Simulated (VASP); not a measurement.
Here is a VASP 6.6.1 calculation.

Contents of INCAR:

```
SYSTEM = Mg5ZnO6
ALGO = Normal ; EDIFF = 1E-7
ENCUT = 520 ; GGA = PE
ISIF = 2 ; ISMEAR = 0
LASPH = .TRUE. ; LCHARG = .FALSE.
LREAL = .FALSE. ; LWAVE = .FALSE.
NBANDS = 41 ; NELM = 100
PREC = Accurate ; SIGMA = 0.1
```

The input KPOINTS:

```
k-points
0
G
  6 6 1
  0 0 0
```

File POSCAR:

```
Mg5ZnO6
1.0
    3.0186281234      0.0001849671     -0.0000536534
   -1.5091549149      2.6144748178      0.0001063412
   -0.0002748433      0.0004364523     14.7672625094
Mg Zn O
5 1 6
Direct
    0.3332721391      0.6665427278      0.8323042925
    0.6667021992      0.3334124557      0.1677004019
    0.3333966345      0.6667928288      0.3338986179
    0.0000080715      0.0000037313      0.4999993772
    0.6666405614      0.3332639665      0.6661011026
    0.0000402607      0.0000159576      0.0000030791
    0.6666304455      0.3331892366      0.9133981872
    0.3333247576      0.6667492928      0.0866040833
    0.0000227873      0.0000805972      0.2508654124
    0.6666930033      0.3333951977      0.4169479069
    0.3333196865      0.6666469800      0.5830451910
   -0.0000505467     -0.0000929720      0.7491323481
```

Potentials or basis: VASP PAW PBE potentials, release 64 (Mg, Zn, O).

Run with:

```console
$ cat potpaw_PBE.64/Mg/POTCAR potpaw_PBE.64/Zn/POTCAR potpaw_PBE.64/O/POTCAR > POTCAR
$ mpirun -np 1 vasp_std > vasp.out
```

Problem. Estimate the pressure.

Solution. -0.4 GPa.

Problem. What does it give for the largest force?

Solution. 0.071 eV/Å.

Problem. What does it give for the band gap on the k mesh?

Solution. 3.28 eV.

Forces on the atoms (eV/Å):
```
Mg   0.000  0.000 -0.006
Mg   0.000  0.000  0.006
Mg   0.000 -0.001 -0.001
Mg   0.000  0.000  0.000
Mg   0.000  0.000  0.001
Zn   0.000  0.000  0.000
O    0.000  0.000 -0.071
O    0.001  0.000  0.071
O    0.000  0.000  0.000
O    0.000  0.000  0.001
O    0.000  0.000  0.000
O    0.000  0.000  0.000
```

Caveat: the k points lie up to 0.43 Å⁻¹ apart.
